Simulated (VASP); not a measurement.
# MgGaC4N4 (P1) in VASP: a series of runs, part 2 of 2

VASP 6.6.1. The steps go on from the part before.

## Step 3: Single point, PBE

Input file INCAR:

```
PREC     = Accurate       # precision mode
ENCUT    = 520            # plane-wave cutoff, eV
EDIFF    = 1E-7           # SCF threshold, eV
ISMEAR   = 0              # smearing method
SIGMA    = 0.1            # smearing width, eV
LREAL    = False          # projectors in reciprocal space
LASPH    = True           # aspherical terms in the spheres
NELM     = 60             # most SCF steps
ALGO     = Fast           # electronic algorithm
ISIF     = 2              # what is computed and relaxed
LWAVE    = False          # write WAVECAR
LCHARG   = False          # write CHGCAR
GGA      = PE             # functional
NBANDS   = 36             # bands
```

Input file KPOINTS:

```
Automatic mesh
0
Gamma
  4 4 4
```

Input file POSCAR:

```
MgGaC4N4
1.0
    6.0709035212      0.0000000000      0.0000000000
   -2.1306660415      5.8760567834      0.0000000000
   -0.2873376973     -0.3692089864      7.0940013644
Mg Ga C N
1 1 4 4
Direct
    0.5020592096      0.4980386148      0.5001028670
    0.9655652334      0.0315339140      0.0000906672
    0.7431556885      0.8392447641      0.2060100287
    0.1562363523      0.2521788286      0.7936331153
    0.8794861705      0.7596860368      0.8172287061
    0.2464113746      0.1261075526      0.1835316098
    0.6054923281      0.7554235863      0.3163436811
    0.2374622337      0.3866457809      0.6823176721
    0.7798226742      0.6239153978      0.6979186839
    0.3843087353      0.2272255239      0.3028229688
```

Potentials or basis: VASP PAW PBE potentials, release 64 (Mg, Ga_d, C, N).

Run with:

```sh
$ cat potpaw_PBE.64/Mg/POTCAR potpaw_PBE.64/Ga_d/POTCAR potpaw_PBE.64/C/POTCAR potpaw_PBE.64/N/POTCAR > POTCAR
$ mpirun -np 1 vasp_std > vasp.out
```

OUTCAR:

```text
PREC = Accurate
   ENCUT = 520
   EDIFF = 1E-7
   ISMEAR = 0
   LREAL = False
   LASPH = True
   NELM = 60
   ISIF = 2
   GGA = PE

 ion  position               nearest neighbor table
   1  0.502  0.498  0.500-   8 2.05   7 2.05   9 2.07  10 2.07
   2  0.966  0.032  0.000-   5 2.01   6 2.01   4 2.14   3 2.14
   3  0.743  0.839  0.206-   7 1.17   2 2.14
   4  0.156  0.252  0.794-   8 1.17   2 2.14
   5  0.879  0.760  0.817-   9 1.17   2 2.01
   6  0.246  0.126  0.184-  10 1.17   2 2.01
   7  0.605  0.755  0.316-   3 1.17   1 2.05
   8  0.237  0.387  0.682-   4 1.17   1 2.05
   9  0.780  0.624  0.698-   5 1.17   1 2.07
  10  0.384  0.227  0.303-   6 1.17   1 2.07

  LATTYP: Found a triclinic cell.
 ALAT       =     6.0709035212
 B/A-ratio  =     1.6619092453
 C/A-ratio  =     1.1710631861
 COS(alpha) =     0.0026088103
 COS(beta)  =     0.0404165229
 COS(gamma) =     0.8128985293

  Lattice vectors:

 A1 = (   6.0709035212,   0.0000000000,   0.0000000000)
 A2 = (   8.2015695627,  -5.8760567834,   0.0000000000)
 A3 = (   0.2873376973,   0.3692089864,  -7.0940013644)

Analysis of symmetry for initial positions (statically):
=====================================================================
 Subroutine PRICEL returns:
 Original cell was already a primitive cell.

 Routine SETGRP: Setting up the symmetry group for a
 triclinic supercell.

 Subroutine GETGRP returns: Found  1 space group operations
 (whereof  1 operations were pure point group operations)
 out of a pool of  2 trial point group operations.

The static configuration has the point symmetry C_1 .

[... 150 lines left out ...]
  Fermi-wavevector in a.u.,A,eV,Ry     =   0.959816  1.813789 12.534326  0.921247
  Thomas-Fermi vector in A             =   2.089046
   LORBIT       =      0    0 simple, 1 ext, 2 COOP (PROOUT), +10 PAW based schemes
   GGA     = PE    functional components
   LHFCALC =     F    Hartree Fock is set to
   AEXX    =    0.0000 exact exchange contribution
   IVDW    =     0    specifies the selected vdW correction
   LEPSILON=     F    determine dielectric tensor
   LRPA    =     F    only Hartree local field effects (RPA)
 non-spin polarized calculation
 RMM-DIIS sequential band-by-band and
 Gauss-broadening in eV      SIGMA  =   0.10
  energy-cutoff  :      520.00
  volume of cell :      253.06
 maximum number of plane-waves:      6848
 NGX is ok and might be reduce to    48
   NGX = 23   NGY = 23   NGZ = 27

 number of electron      50.9999988 magnetization

 Free energy of the ion-electron system (eV)
  ---------------------------------------------------
  ext. energy  EPLUGINS =         0.00000000
  ---------------------------------------------------
  free energy    TOTEN  =       -71.99734993 eV

  energy without entropy =      -71.94749786  energy(sigma->0) =      -71.97242390

 E-fermi :  -0.2076     XC(G=0):  -6.1538

 val. band max:       -0.2174984812   @ k =   0.0000   0.5000   0.2500
 cond. band min:      -0.2055146558   @ k =  -0.2500   0.2500  -0.0000
 fundamental gap:      0.0119838254
 Fermi energy:        -0.2075998926

 k-point     1 :       0.0000    0.0000    0.0000
  band No.  band energies     occupation
      1     -19.5102      2.00000
      2     -19.4566      2.00000
      3     -19.1828      2.00000
      4     -19.1736      2.00000
      5     -15.9039      2.00000
      6     -15.9023      2.00000
[... 925 lines left out ...]
     35       3.9081      0.00000
     36       4.5648      0.00000

 [... further k-points ...]

------------------------ aborting loop because EDIFF is reached ----------------------------------------

  FORCE on cell =-STRESS in cart. coord.  units (eV):
  Direction    XX          YY          ZZ          XY          YZ          ZX
  --------------------------------------------------------------------------------------
  -------------------------------------------------------------------------------------
  Total        0.3186757      0.4808650      0.6029198      0.1121102     -0.0122900     -0.0151855
  in kB        2.0175716      3.0444102      3.8171527      0.7097821     -0.0778093     -0.0961410
  external PRESSURE =       2.9597115 kB  Pullay stress =       0.0000000 kB

 VOLUME and BASIS-vectors are now :
 -----------------------------------------------------------------------------
  energy-cutoff  :      520.00
  volume of cell :      253.06
      direct lattice vectors                 reciprocal lattice vectors
     6.070903521  0.000000000  0.000000000     0.164720127  0.059727738  0.009780421
    -2.130666042  5.876056783  0.000000000     0.000000000  0.170182154  0.008857171
    -0.287337697 -0.369208986  7.094001364     0.000000000  0.000000000  0.140964168

 POSITION                                       TOTAL-FORCE (eV/Angst)
 -----------------------------------------------------------------------------------
      1.84310      2.74186      3.54773         0.000167     -0.001493     -0.004260
      5.79464      0.18526      0.00064         0.014321     -0.007633     -0.002741
      2.66428      4.85539      1.46144         0.233395      0.184312     -0.270761
      0.18315      1.18880      5.63003        -0.081126     -0.282600      0.274082
      3.48582      4.16223      5.79742         0.086767      0.266096      0.301965
      1.17451      0.67325      1.30197        -0.213440     -0.184295     -0.295970
      1.97543      4.32211      2.24414        -0.229290     -0.197146      0.282021
      0.42174      2.02003      4.84036         0.097375      0.288478     -0.285653
      3.20433      3.40848      4.95104        -0.104979     -0.261978     -0.299614
      1.76195      1.22339      2.14823         0.196809      0.196259      0.300929
 -----------------------------------------------------------------------------------
    total drift:                                0.000161      0.000430      0.000183

  FREE ENERGIE OF THE ION-ELECTRON SYSTEM (eV)
  ---------------------------------------------------
  free  energy   TOTEN  =       -71.9973499323 eV

  energy  without entropy=      -71.9474978634  energy(sigma->0) =      -71.97242390
```

OSZICAR:

```text
N       E                     dE             d eps       ncg     rms          rms(c)
DAV:   1     0.421299042118E+03    0.42130E+03   -0.20689E+04  2592   0.137E+03
DAV:   2    -0.875446686809E+01   -0.43005E+03   -0.40859E+03  3316   0.326E+02
DAV:   3    -0.776560529006E+02   -0.68902E+02   -0.68104E+02  3184   0.137E+02
[... 14 lines left out ...]
RMM:  18    -0.719973490802E+02   -0.11741E-05   -0.11631E-05  3777   0.753E-03    0.635E-04
RMM:  19    -0.719973495812E+02   -0.50103E-06   -0.56295E-06  3371   0.488E-03    0.307E-04
RMM:  20    -0.719973497904E+02   -0.20916E-06   -0.21101E-06  2970   0.339E-03    0.298E-04
RMM:  21    -0.719973498875E+02   -0.97147E-07   -0.10440E-06  2637   0.250E-03    0.986E-05
RMM:  22    -0.719973499323E+02   -0.44826E-07   -0.42242E-07  2535   0.162E-03
   1 F= -.71997350E+02 E0= -.71972424E+02  d E =-.498521E-01
```

It took 7.2 min on 1 thread of Oxide Virtual Turin-like, shared host; peak memory 0.52 GiB.

What came out:

- Free energy: -71.9973 eV
- Pressure: 0.3 GPa
- Largest force: 0.417 eV/Å
- Band gap on the k mesh: zero (an odd number of electrons rules out a gap without spin polarisation)

Forces in eV/Å, atoms in the order of the input:
```
Mg   0.000 -0.001 -0.004
Ga   0.014 -0.008 -0.003
C    0.233  0.184 -0.271
C   -0.081 -0.283  0.274
C    0.087  0.266  0.302
C   -0.213 -0.184 -0.296
N   -0.229 -0.197  0.282
N    0.097  0.288 -0.286
N   -0.105 -0.262 -0.300
N    0.197  0.196  0.301
```

Stress tensor (GPa, compression positive):
```
 0.20  0.07 -0.01
 0.07  0.30 -0.01
-0.01 -0.01  0.38
```

Levels at points of the mesh, in eV from the Fermi level:
```tsv
k point	band 22	band 23	band 24	band 25	band 26	band 27	band 28	band 29
(0.00, 0.00, 0.00)	-4.94	-4.74	-4.69	-4.07	0.06	1.80	2.03	2.47
(0.50, 0.00, 0.00)	-4.92	-4.87	-4.66	-4.17	0.02	1.73	1.84	2.36
(0.00, 0.50, 0.00)	-4.92	-4.87	-4.66	-4.17	0.02	1.71	1.83	2.34
(0.50, 0.50, 0.00)	-4.93	-4.74	-4.69	-4.08	-0.05	1.86	2.10	2.51
(0.00, 0.00, 0.50)	-4.98	-4.87	-4.65	-4.15	0.10	1.62	1.75	2.32
(0.50, 0.00, 0.50)	-4.91	-4.78	-4.68	-4.46	-0.04	1.69	2.02	2.27
(0.00, 0.50, 0.50)	-4.92	-4.77	-4.68	-4.46	-0.04	1.67	1.99	2.26
(0.50, 0.50, 0.50)	-4.89	-4.84	-4.65	-4.19	-0.05	1.83	1.92	2.37
```
